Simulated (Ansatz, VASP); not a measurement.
# BP: VASP beside Ansatz

```
B P
1.0
     3.18491    0.00000    0.00000
     1.59246    2.75822    0.00000
     1.59246    0.91941    2.60047
B P
1 1
Direct
  0.00000 0.00000 0.00000
  0.25000 0.25000 0.25000
```

Alike in both runs: functional PBE; dispersion D4; k mesh 8 × 8 × 8; no spin polarisation.

Ansatz relaxed the structure, and its values are those at the end. VASP's run is a single point on that final structure, the one shown.

|  | VASP | Ansatz |
| --- | --- | --- |
| version | VASP 6.6.1 | Ansatz 0.2.0 |
| potentials or method | VASP PAW PBE potentials, release 64 (B, P), cutoff 520 eV | plane waves, PAW |
| occupations | gaussian, width 0.01 eV | fixed |
| valence electrons in the cell | 8 | 8 |

```tsv
	VASP	Ansatz	Ansatz less VASP
pressure (GPa)	-0.2	0.0	+0.24
```

Ansatz's warnings: stress scf threshold loose.
